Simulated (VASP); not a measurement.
# TiO2 (R-3m) in VASP: further runs

Aim: see how the results for TiO2 move with the level of theory and the settings. Levels: LDA, PBEsol. Tasks: single point.

All numbers are computed with VASP 6.6.1; they aren't measurements. Logs are shortened: lines on timing, memory, paths and dates and some standing lists are left out, and cuts for length are marked.

## Step 1: The cell of the first run

The structure is trigonal, space group R-3m (No. 166). The conventional cell has a = 3.034 Å, b = 3.034 Å, c = 21.220 Å, α = 90.00°, β = 90.00°, γ = 120.00°. Ti (site symmetry -3m) has 6 O at 2.01 Å within 2.7 Å. Within 2.7 Å of O (site symmetry 3m) lie 3 Ti at 2.01 Å and 3 O at 2.63 Å.

## Step 2: Single point, LDA

The input, INCAR:

```
SYSTEM = TiO2
PREC = Accurate
ENCUT = 520
EDIFF = 1E-6
ISMEAR = -1
SIGMA = 0.05
LREAL = .False.
LASPH = .True.
NELM = 80
ALGO = Normal
ISIF = 2
LWAVE = .False.
LCHARG = .False.
NBANDS = 19
```

The input, KPOINTS:

```
Automatic mesh
0
Gamma
  10 10 10
  0 0 0
```

The input, POSCAR:

```
TiO2
1.0
    1.5170351874      0.8758606738      7.0734173569
   -1.5170351874      0.8758606738      7.0734173569
    0.0000000000     -1.7517213477      7.0734173569
Ti O
1 2
Direct
    0.0000000000      0.0000000000      0.0000000000
    0.3795330000      0.3795330000      0.3795330000
    0.6204670000      0.6204670000      0.6204670000
```

Potentials or basis: VASP PAW LDA potentials, release 64 (Ti_sv, O).

Command:

```sh
$ cat potpaw_LDA.64/Ti_sv/POTCAR potpaw_LDA.64/O/POTCAR > POTCAR
$ mpirun -np 1 vasp_std > vasp.out
```

OUTCAR:

```text
SYSTEM = TiO2
   PREC = Accurate
   ENCUT = 520
   EDIFF = 1E-6
   ISMEAR = -1
   LREAL = .False.
   LASPH = .True.
   NELM = 80
   ISIF = 2

 ion  position               nearest neighbor table
   1  0.000  0.000  0.000-   3 2.01   3 2.01   2 2.01   2 2.01   3 2.01   2 2.01
   2  0.380  0.380  0.380-   1 2.01   1 2.01   1 2.01
   3  0.620  0.620  0.620-   1 2.01   1 2.01   1 2.01

  LATTYP: Found a trigonal (rhomboedric) cell.
 ALAT       =     7.2870954972
 COS(alpha) =     0.9133213014

  Lattice vectors:

 A1 = (   1.5170351874,   0.8758606738,   7.0734173569)
 A2 = (  -1.5170351874,   0.8758606738,   7.0734173569)
 A3 = (   0.0000000000,  -1.7517213477,   7.0734173569)

Analysis of symmetry for initial positions (statically):
=====================================================================
 Subroutine PRICEL returns:
 Original cell was already a primitive cell.

 Routine SETGRP: Setting up the symmetry group for a
 trigonal (rhombohedral) supercell.

 Subroutine GETGRP returns: Found 12 space group operations
 (whereof 12 operations were pure point group operations)
 out of a pool of 12 trial point group operations.

The static configuration has the point symmetry D_3d.

Analysis of symmetry for dynamics (positions and initial velocities):
=====================================================================
 Subroutine PRICEL returns:
 Original cell was already a primitive cell.

 Routine SETGRP: Setting up the symmetry group for a
 trigonal (rhombohedral) supercell.

 Subroutine GETGRP returns: Found 12 space group operations
 (whereof 12 operations were pure point group operations)
 out of a pool of 12 trial point group operations.

The dynamic configuration has the point symmetry D_3d.

 Subroutine INISYM returns: Found 12 space group operations
 (whereof 12 operations are pure point group operations),
 and found     1 'primitive' translations

----------------------------------------------------------------------------------------

                                     Primitive cell

  volume of cell :      56.3912

  direct lattice vectors                    reciprocal lattice vectors
     1.517035187  0.875860674  7.073417357     0.329590246  0.190289017  0.047124794
    -1.517035187  0.875860674  7.073417357    -0.329590246  0.190289017  0.047124794
[... 79 lines left out ...]
   ISTART =      0    job   : 0-new  1-cont  2-samecut
   ICHARG =      2    charge: 1-file 2-atom 10-const
   ISPIN  =      1    spin polarized calculation?
   LNONCOLLINEAR =      F non collinear calculations
   LSORBIT =      F    spin-orbit coupling
   LASPH  =      T    aspherical Exc in radial PAW
   ENCUT  =  520.0 eV  38.22 Ry    6.18 a.u.  13.55 13.55 13.55*2*pi/ulx,y,z
   NELM   =     80;   NELMIN=  2; NELMDL= -5     # of ELM steps
   EDIFF  = 0.1E-05   stopping-criterion for ELM
   LREAL  =      F    real-space projection
   EDIFFG = 0.1E-04   stopping-criterion for IOM
   NSW    =      0    number of steps for IOM
   IBRION =     -1    ionic relax: 0-MD 1-quasi-New 2-CG
   NFREE  =      0    steps in history (QN), initial steepest desc. (CG)
   ISIF   =      2    stress and relaxation
   ISYM   =      2    0-nonsym 1-usesym 2-fastsym
   POTIM  = 0.5000    time-step for ionic-motion
   TEBEG  =    0.0;   TEEND  =   0.0 temperature during run
   PSTRESS=    0.0 pullay stress
   NELECT =      24.0000    total number of electrons
   NUPDOWN=      -1.0000    fix difference up-down
   EMIN   =  10.00;   EMAX   =-10.00  energy-range for DOS
   EFERMI =   0.00;   METHOD = LEGACY
   ISMEAR =    -1;   SIGMA  =   0.05  broadening in eV -4-tet -1-fermi 0-gaus
   EFERMI_NEDOS =   21; number of points for ismear=-14 and -15
   IALGO  =     38    algorithm
   IMIX   =      4    mixing-type and parameters
     AMIX     =   0.40;   BMIX     =  1.00
     AMIX_MAG =   1.60;   BMIX_MAG =  1.00
  volume/ion in A,a.u.               =      18.80       126.85
  Fermi-wavevector in a.u.,A,eV,Ry     =   1.231426  2.327057 20.631997  1.516409
  Thomas-Fermi vector in A             =   2.366236
   LORBIT       =      0    0 simple, 1 ext, 2 COOP (PROOUT), +10 PAW based schemes
   GGA     = CA    functional components
   LHFCALC =     F    Hartree Fock is set to
   AEXX    =    0.0000 exact exchange contribution
   IVDW    =     0    specifies the selected vdW correction
   LEPSILON=     F    determine dielectric tensor
   LRPA    =     F    only Hartree local field effects (RPA)
 non-spin polarized calculation
  energy-cutoff  :      520.00
  volume of cell :       56.39
 maximum number of plane-waves:      1541
   NGX = 27   NGY = 27   NGZ = 27

 number of electron      23.9999999 magnetization

 Free energy of the ion-electron system (eV)
  ---------------------------------------------------
  ext. energy  EPLUGINS =         0.00000000
  ---------------------------------------------------
  free energy    TOTEN  =       -28.65744376 eV

  energy without entropy =      -28.65744376  energy(sigma->0) =      -28.65744376

 E-fermi :  -0.4675     XC(G=0):  -7.8992

 val. band max:       -1.6373913294   @ k =  -0.2000   0.1000  -0.0000
 cond. band min:       0.8378487216   @ k =   0.1000   0.1000   0.1000
 fundamental gap:      2.4752400509
 Fermi energy:        -0.4674885546

 k-point     1 :       0.0000    0.0000    0.0000
  band No.  band energies     occupation
      1     -57.4257      2.00000
      2     -34.0579      2.00000
      3     -33.8140      2.00000
      4     -33.8140      2.00000
      5     -18.5827      2.00000
      6     -16.8942      2.00000
[... 505 lines left out ...]
      6     -17.2513      2.00000
[... 11 lines left out ...]
     18       8.5940      0.00000
     19      10.0243      0.00000

 [... further k-points ...]
[... 5 lines left out ...]
  --------------------------------------------------------------------------------------
  -------------------------------------------------------------------------------------
  Total       -4.5575957     -4.5575957     -2.5166233      0.0000000      0.0000000      0.0000000
  in kB     -129.4896826   -129.4896826    -71.5018994      0.0000000      0.0000000      0.0000000
  external PRESSURE =    -110.1604215 kB  Pullay stress =       0.0000000 kB

 VOLUME and BASIS-vectors are now :
 -----------------------------------------------------------------------------
  energy-cutoff  :      520.00
  volume of cell :       56.39
      direct lattice vectors                 reciprocal lattice vectors
     1.517035187  0.875860674  7.073417357     0.329590246  0.190289017  0.047124794
    -1.517035187  0.875860674  7.073417357    -0.329590246  0.190289017  0.047124794
     0.000000000 -1.751721348  7.073417357     0.000000000 -0.380578034  0.047124794

 POSITION                                       TOTAL-FORCE (eV/Angst)
 -----------------------------------------------------------------------------------
      0.00000      0.00000      0.00000         0.000000     -0.000000      0.000000
      0.00000     -0.00000      8.05379         0.000000      0.000000     -1.254419
      0.00000     -0.00000     13.16647         0.000000     -0.000000      1.254419
 -----------------------------------------------------------------------------------
    total drift:                                0.000000     -0.000000     -0.000000

  FREE ENERGIE OF THE ION-ELECTRON SYSTEM (eV)
  ---------------------------------------------------
  free  energy   TOTEN  =       -28.6574437564 eV

  energy  without entropy=      -28.6574437563  energy(sigma->0) =      -28.65744376
```

stdout:

```text
POSCAR found type information on POSCAR TiO
 POSCAR found :  2 types and       3 ions
 scaLAPACK will be used
 LDA part: xc-table for (Slater(with rela. corr.)+CA(PZ))
 , standard interpolation
 POSCAR, INCAR and KPOINTS ok, starting setup
 FFT: planning ... GRIDC
 FFT: planning ... GRID_SOFT
 FFT: planning ... GRID
 WAVECAR not read
 entering main loop
```

It took 6.3 min on 1 thread of AMD EPYC 9R45 (Zen 5), shared host; peak memory 0.35 GiB.

What came out:

```
Free energy            : -28.6574 eV
Pressure               : -11.0 GPa
Largest force          : 1.254 eV/Å
Band gap on the k mesh : 2.48 eV, indirect (least direct gap 2.67 eV)
```

Forces in eV/Å, atoms in the order of the input:
```
Ti   0.000  0.000  0.000
O    0.000  0.000 -1.254
O    0.000  0.000  1.254
```

Levels at points of the mesh, in eV from the valence-band top:
| k point | band 8 | band 9 | band 10 | band 11 | band 12 | band 13 | band 14 | band 15 | band 16 | band 17 |
| --- | --- | --- | --- | --- | --- | --- | --- | --- | --- | --- |
| (0.00, 0.00, 0.00) | -3.47 | -3.47 | -0.58 | -0.19 | -0.19 | 2.48 | 2.48 | 4.08 | 6.50 | 6.50 |
| (0.50, 0.00, 0.00) | -2.67 | -2.51 | -1.62 | -1.20 | -0.62 | 2.71 | 3.45 | 3.52 | 5.94 | 6.39 |
| (0.50, 0.50, 0.00) | -2.67 | -2.51 | -1.62 | -1.20 | -0.62 | 2.71 | 3.45 | 3.52 | 5.93 | 6.39 |
| (0.50, 0.50, 0.50) | -3.47 | -3.47 | -0.63 | -0.19 | -0.19 | 2.48 | 2.48 | 4.09 | 6.50 | 6.50 |

Caveat: forces of over 1 eV/Å act on the atoms, so gaps and moduli don't describe the material at rest.

## Step 3: Single point, PBEsol

The input, INCAR:

```
  ALGO = Normal
  EDIFF = 1E-6
  ENCUT = 520
  GGA = PS
  ISIF = 2
  ISMEAR = -1
  LASPH = True
  LCHARG = True
  LELF = True
  LREAL = False
  LVHAR = True
  LWAVE = False
  NBANDS = 19
  NELM = 60
  PREC = Accurate
  SIGMA = 0.05
```

The input, KPOINTS:

```
k-points
0
Gamma
  10 10 10
```

POSCAR is that of step 2.

Potentials or basis: VASP PAW PBE potentials, release 64 (Ti_sv, O).

Command:

```sh
$ cat potpaw_PBE.64/Ti_sv/POTCAR potpaw_PBE.64/O/POTCAR > POTCAR
$ mpirun -np 1 vasp_std > vasp.out
```

It took 6.3 min on 1 thread of AMD EPYC 9R45 (Zen 5), shared host; peak memory 0.42 GiB.

Results (log left out):

| Quantity | Value |
| --- | --- |
| Free energy | -27.5506 eV |
| Pressure | -8.2 GPa |
| Largest force | 0.898 eV/Å |
| Band gap on the k mesh | 2.52 eV, indirect (least direct gap 2.72 eV) |

Forces in eV/Å, atoms in the order of the input:
```
Ti   0.000  0.000  0.000
O    0.000  0.000 -0.898
O    0.000  0.000  0.898
```

Stress tensor (GPa, compression positive):
```
-9.67  0.00  0.00
 0.00 -9.67  0.00
 0.00  0.00 -5.17
```

Levels at points of the mesh, in eV from the valence-band top:
| k point | band 9 | band 10 | band 11 | band 12 | band 13 | band 14 | band 15 | band 16 |
| --- | --- | --- | --- | --- | --- | --- | --- | --- |
| (0.00, 0.00, 0.00) | -3.47 | -0.56 | -0.20 | -0.20 | 2.52 | 2.52 | 4.13 | 6.52 |
| (0.50, 0.00, 0.00) | -2.52 | -1.61 | -1.21 | -0.63 | 2.76 | 3.50 | 3.56 | 5.94 |
| (0.50, 0.50, 0.00) | -2.52 | -1.62 | -1.21 | -0.62 | 2.76 | 3.50 | 3.56 | 5.93 |
| (0.50, 0.50, 0.50) | -3.47 | -0.61 | -0.20 | -0.20 | 2.52 | 2.52 | 4.13 | 6.52 |

Caveat: the PAW data sets were made with another functional, which shifts forces and pressure a little.

[end of part 1 of 2]
